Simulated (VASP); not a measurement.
# CoPtO2 (R-3m) in VASP: relaxation of cell and atoms with PBE

Aim: the relaxation of cell and atoms of CoPtO2 with PBE.

Everything below comes from runs of VASP 6.6.1. Logs are shortened: lines on timing, memory, paths and dates and some standing lists are left out, and cuts for length are marked.

## Step 1: The cell of the first run

It takes space group R-3m (No. 166, trigonal). The conventional cell has a = 2.825 Å, b = 2.825 Å, c = 17.818 Å, α = 90.00°, β = 90.00°, γ = 120.00°. Within 2.5 Å of Co (site symmetry -3m) lie 6 O at 1.90 Å. Pt (site symmetry -3m) has 2 O at 2.00 Å within 2.6 Å. Within 2.5 Å of O (site symmetry 3m) lie 3 Co at 1.90 Å and 1 Pt at 2.00 Å.

## Step 2: Relaxation of cell and atoms, PBE

INCAR reads:

```
PREC = Accurate
ENCUT = 600
EDIFF = 1E-6
ISMEAR = 0
SIGMA = 0.1
LREAL = F
LASPH = T
NELM = 100
ALGO = Normal
ISIF = 3
LWAVE = F
LCHARG = F
GGA = PE
IBRION = 2
NSW = 100
EDIFFG = -0.005
```

KPOINTS reads:

```
regular mesh
0
Gamma
  18 18 18
```

POSCAR reads:

```
CoPtO2
1.0
    1.4122699173      0.8153744169      5.9393891094
   -1.4122699173      0.8153744169      5.9393891094
    0.0000000000     -1.6307488338      5.9393891094
Co Pt O
1 1 2
Direct
    0.5000000000      0.5000000000      0.5000000000
    0.0000000000      0.0000000000      0.0000000000
    0.8877559700      0.8877559700      0.8877559700
    0.1122440300      0.1122440300      0.1122440300
```

Potentials or basis: VASP PAW PBE potentials, release 64 (Co, Pt, O).

Run with:

```console
> cat potpaw_PBE.64/Co/POTCAR potpaw_PBE.64/Pt/POTCAR potpaw_PBE.64/O/POTCAR > POTCAR
> mpirun -np 1 vasp_std > vasp.out
```

OUTCAR:

```text
PREC = Accurate
   ENCUT = 600
   EDIFF = 1E-6
   ISMEAR = 0
   LREAL = F
   LASPH = T
   NELM = 100
   ISIF = 3
   GGA = PE
   IBRION = 2
   NSW = 100
   EDIFFG = -0.005

 ion  position               nearest neighbor table
   1  0.500  0.500  0.500-   4 1.90   3 1.90   4 1.90   4 1.90   3 1.90   3 1.90
   2  0.000  0.000  0.000-   3 2.00   4 2.00
   3  0.888  0.888  0.888-   1 1.90   1 1.90   1 1.90   2 2.00
   4  0.112  0.112  0.112-   1 1.90   1 1.90   1 1.90   2 2.00

  LATTYP: Found a trigonal (rhomboedric) cell.
 ALAT       =     6.1591951383
 COS(alpha) =     0.8948480128

  Lattice vectors:

 A1 = (   1.4122699173,   0.8153744169,   5.9393891094)
 A2 = (  -1.4122699173,   0.8153744169,   5.9393891094)
 A3 = (   0.0000000000,  -1.6307488338,   5.9393891094)

Analysis of symmetry for initial positions (statically):
=====================================================================
 Subroutine PRICEL returns:
 Original cell was already a primitive cell.

 Routine SETGRP: Setting up the symmetry group for a
 trigonal (rhombohedral) supercell.

 Subroutine GETGRP returns: Found 12 space group operations
 (whereof 12 operations were pure point group operations)
 out of a pool of 12 trial point group operations.

The static configuration has the point symmetry D_3d.

Analysis of symmetry for dynamics (positions and initial velocities):
=====================================================================
 Subroutine PRICEL returns:
 Original cell was already a primitive cell.

 Routine SETGRP: Setting up the symmetry group for a
 trigonal (rhombohedral) supercell.

 Subroutine GETGRP returns: Found 12 space group operations
 (whereof 12 operations were pure point group operations)
 out of a pool of 12 trial point group operations.

The dynamic configuration has the point symmetry D_3d.

 Subroutine INISYM returns: Found 12 space group operations
 (whereof 12 operations are pure point group operations),
 and found     1 'primitive' translations

----------------------------------------------------------------------------------------

                                     Primitive cell

  volume of cell :      41.0363

  direct lattice vectors                    reciprocal lattice vectors
     1.412269917  0.815374417  5.939389109     0.354039971  0.204405072  0.056122495
    -1.412269917  0.815374417  5.939389109    -0.354039971  0.204405072  0.056122495
     0.000000000 -1.630748834  5.939389109     0.000000000 -0.408810145  0.056122495

  length of vectors
     6.159195138  6.159195138  6.159195138     0.412644482  0.412644482  0.412644482

  position of ions in fractional coordinates (direct lattice)
     0.500000000  0.500000000  0.500000000
     0.000000000  0.000000000  0.000000000
     0.887755970  0.887755970  0.887755970
     0.112244030  0.112244030  0.112244030

  ion indices of the primitive-cell ions
   primitive index   ion index
                 1           1
                 2           2
                 3           3
                 4           4

----------------------------------------------------------------------------------------

 KPOINTS: regular mesh

Automatic generation of k-mesh.
 Grid dimensions read from file:
 generate k-points for:   18   18   18

 Generating k-lattice:

  Cartesian coordinates                     Fractional coordinates (reciprocal lattice)
     0.019668887  0.011355837  0.003117916     0.055555556  0.000000000  0.000000000
    -0.019668887  0.011355837  0.003117916     0.000000000  0.055555556  0.000000000
     0.000000000 -0.022711675  0.003117916     0.000000000  0.000000000  0.055555556

  Length of vectors
     0.022924693  0.022924693  0.022924693

  Shift w.r.t. Gamma in fractional coordinates (k-lattice)
     0.000000000  0.000000000  0.000000000

 Subroutine IBZKPT returns following result:
 ===========================================

 Found    580 irreducible k-points:

 Following reciprocal coordinates:
            Coordinates               Weight
  0.000000  0.000000  0.000000      1.000000
  0.055556  0.000000  0.000000      6.000000
  0.111111  0.000000  0.000000      6.000000
  0.166667  0.000000  0.000000      6.000000
  0.222222  0.000000  0.000000      6.000000
  0.277778  0.000000  0.000000      6.000000
[... 16 lines left out ...]
 -0.277778  0.055556  0.000000     12.000000
 -0.222222  0.055556  0.000000     12.000000
 [... further k-points ...]
   k-points           NKPTS =    580   k-points in BZ     NKDIM =    580   number of bands    NBANDS=     19
   number of dos      NEDOS =    301   number of ions     NIONS =      4
   total plane-waves  NPLWV = 125000
   dimension x,y,z NGX =    50 NGY =   50 NGZ =   50
   dimension x,y,z NGXF=   100 NGYF=  100 NGZF=  100
   ions per type =               1   1   2
   NGX,Y,Z   is equivalent  to a cutoff of  13.50, 13.50, 13.50 a.u.
   NGXF,Y,Z  is equivalent  to a cutoff of  26.99, 26.99, 26.99 a.u.
 SYSTEM =  unknown system
   PREC   = accura    normal or accurate (medium, high low for compatibility)
   ISTART =      0    job   : 0-new  1-cont  2-samecut
   ICHARG =      2    charge: 1-file 2-atom 10-const
   ISPIN  =      1    spin polarized calculation?
   LNONCOLLINEAR =      F non collinear calculations
   LSORBIT =      F    spin-orbit coupling
   LASPH  =      T    aspherical Exc in radial PAW
   ENCUT  =  600.0 eV  44.10 Ry    6.64 a.u.  12.30 12.30 12.30*2*pi/ulx,y,z
   NELM   =    100;   NELMIN=  2; NELMDL= -5     # of ELM steps
   EDIFF  = 0.1E-05   stopping-criterion for ELM
   LREAL  =      F    real-space projection
   EDIFFG = -.5E-02   stopping-criterion for IOM
   NSW    =    100    number of steps for IOM
   IBRION =      2    ionic relax: 0-MD 1-quasi-New 2-CG
   NFREE  =      1    steps in history (QN), initial steepest desc. (CG)
   ISIF   =      3    stress and relaxation
   ISYM   =      2    0-nonsym 1-usesym 2-fastsym
   POTIM  = 0.5000    time-step for ionic-motion
   TEBEG  =    0.0;   TEEND  =   0.0 temperature during run
   PSTRESS=    0.0 pullay stress
   NELECT =      31.0000    total number of electrons
   NUPDOWN=      -1.0000    fix difference up-down
   EMIN   =  10.00;   EMAX   =-10.00  energy-range for DOS
   EFERMI =   0.00;   METHOD = LEGACY
   ISMEAR =     0;   SIGMA  =   0.10  broadening in eV -4-tet -1-fermi 0-gaus
   EFERMI_NEDOS =   21; number of points for ismear=-14 and -15
   IALGO  =     38    algorithm
   IMIX   =      4    mixing-type and parameters
     AMIX     =   0.40;   BMIX     =  1.00
     AMIX_MAG =   1.60;   BMIX_MAG =  1.00
  volume/ion in A,a.u.               =      10.26        69.23
  Fermi-wavevector in a.u.,A,eV,Ry     =   1.490983  2.817550 30.246177  2.223031
  Thomas-Fermi vector in A             =   2.603696
   LORBIT       =      0    0 simple, 1 ext, 2 COOP (PROOUT), +10 PAW based schemes
   GGA     = PE    functional components
   LHFCALC =     F    Hartree Fock is set to
   AEXX    =    0.0000 exact exchange contribution
   IVDW    =     0    specifies the selected vdW correction
   LEPSILON=     F    determine dielectric tensor
   LRPA    =     F    only Hartree local field effects (RPA)
 conjugate gradient relaxation of ions
 non-spin polarized calculation
 Gauss-broadening in eV      SIGMA  =   0.10
  energy-cutoff  :      600.00
  volume of cell :       41.04
 maximum number of plane-waves:      1403
 NGX is ok and might be reduce to    50
   NGX = 25   NGY = 25   NGZ = 25

--------------------------------------- Ionic step        1  -------------------------------------------

 number of electron      30.9999997 magnetization

 Free energy of the ion-electron system (eV)
  ---------------------------------------------------
  ext. energy  EPLUGINS =         0.00000000
  ---------------------------------------------------
  free energy    TOTEN  =       -26.43982379 eV

  energy without entropy =      -26.43645797  energy(sigma->0) =      -26.43814088

------------------------ aborting loop because EDIFF is reached ----------------------------------------

  FORCE on cell =-STRESS in cart. coord.  units (eV):
  Direction    XX          YY          ZZ          XY          YZ          ZX
  --------------------------------------------------------------------------------------
  -------------------------------------------------------------------------------------
  Total        1.5503385      1.5503385      1.4557696     -0.0000000     -0.0000000      0.0000000
  in kB       60.5298074     60.5298074     56.8375577     -0.0000000     -0.0000000      0.0000000
  external PRESSURE =      59.2990575 kB  Pullay stress =       0.0000000 kB
[... 175 lines left out ...]
  energy  without entropy=      -26.4542591569  energy(sigma->0) =      -26.45607662

--------------------------------------- Ionic step        6  -------------------------------------------

 number of electron      30.9999999 magnetization

 Free energy of the ion-electron system (eV)
  ---------------------------------------------------
  ext. energy  EPLUGINS =         0.00000000
  ---------------------------------------------------
  free energy    TOTEN  =       -26.45802282 eV

  energy without entropy =      -26.45437873  energy(sigma->0) =      -26.45620078

 E-fermi :   8.3120     XC(G=0): -12.5407

 val. band max:        8.2747893407   @ k =  -0.3333   0.5000   0.2778
 cond. band min:       8.3667797813   @ k =  -0.2778  -0.2778   0.2222
 fundamental gap:      0.0919904406
 Fermi energy:         8.3119861422

 k-point     1 :       0.0000    0.0000    0.0000
  band No.  band energies     occupation
      1     -13.0388      2.00000
      2     -11.2059      2.00000
      3      -1.0826      2.00000
      4       1.5424      2.00000
      5       1.9788      2.00000
      6       1.9788      2.00000
[... 11 lines left out ...]
     18      10.1368      0.00000
     19      11.0404      0.00000
[... 489 lines left out ...]
      3      -0.3565      2.00000
      4       0.9302      2.00000
      5       2.1568      2.00000
      6       2.3658      2.00000
[... 11 lines left out ...]
     18       9.7011      0.00000
     19      11.6317      0.00000

 [... further k-points ...]

------------------------ aborting loop because EDIFF is reached ----------------------------------------

  FORCE on cell =-STRESS in cart. coord.  units (eV):
  Direction    XX          YY          ZZ          XY          YZ          ZX
  --------------------------------------------------------------------------------------
  -------------------------------------------------------------------------------------
  Total        0.0039123      0.0039123      0.0060441      0.0000000      0.0000000      0.0000000
  in kB        0.1490843      0.1490843      0.2303194      0.0000000      0.0000000      0.0000000
  external PRESSURE =       0.1761626 kB  Pullay stress =       0.0000000 kB
[... 19 lines left out ...]
  FREE ENERGIE OF THE ION-ELECTRON SYSTEM (eV)
  ---------------------------------------------------
  free  energy   TOTEN  =       -26.4580228208 eV

  energy  without entropy=      -26.4543787298  energy(sigma->0) =      -26.45620078

 reached required accuracy - stopping structural energy minimisation
```

It took 61 min on 1 thread of Intel Xeon 6975P-C (Granite Rapids), shared host; peak memory 0.91 GiB.

What came out:

- Free energy: -26.4580 eV
- Relaxed volume: 10.51 Å³/atom
- Relaxed cell: a = 6.189 Å, b = 6.189 Å, c = 6.189 Å, α = 26.65°, β = 26.65°, γ = 26.65°
- Space group after relaxing (to 0.05 Å): R-3m (No. 166)
- Energy gained by relaxing: 4.5 meV/atom
- Ionic steps: 6
- Pressure after relaxing: 0.0 GPa

Forces in eV/Å, atoms in the order of the input:
```
Co   0.000  0.000  0.000
Pt   0.000  0.000  0.000
O    0.000  0.000 -0.002
O    0.000  0.000  0.002
```

The path:
```csv
step,energy change (eV),largest force (eV/Å),pressure (GPa),volume (Å³)
1,0.0000,0.0936,5.93,41.04
2,0.0130,0.1205,-6.96,43.33
3,-0.0174,0.0046,-0.02,42.00
4,-0.0181,0.0621,0.04,42.03
5,-0.0181,0.0540,0.04,42.03
6,-0.0182,0.0022,0.02,42.04
```

Final structure:
```
CELL_PARAMETERS angstrom
1.42637 0.82351 5.96567
-1.42637 0.82351 5.96567
0.00000 -1.64702 5.96567
ATOMIC_POSITIONS crystal
Co 0.50000 0.50000 0.50000
Pt 0.00000 0.00000 0.00000
O 0.88773 0.88773 0.88773
O 0.11227 0.11227 0.11227
```

Levels at points of the mesh, in eV from the Fermi level:
```csv
k point,band 14,band 15,band 16,band 17,band 18,band 19
"(0.00, 0.00, 0.00)",-1.54,-1.54,-1.45,1.82,1.82,2.73
"(0.50, 0.00, 0.00)",-0.98,0.05,0.98,1.29,1.30,2.58
"(0.50, 0.50, 0.00)",-1.01,0.05,0.14,1.71,2.16,2.59
"(0.50, 0.50, 0.50)",-0.85,-0.69,-0.69,1.40,1.40,3.98
```

Caveat: spin-orbit coupling is left out, which moves the levels of the heavy elements; an odd number of electrons without spin polarisation forces a metal; a magnetic or distorted state may lie lower; the run has no spin polarisation, though such a crystal can be magnetic; semilocal functionals often make such compounds metallic where correlation or magnetic order opens a gap, which also shifts bond lengths. With open d or f shells a metallic result of PBE can be an artefact of self-interaction; +U or a hybrid may open a gap.
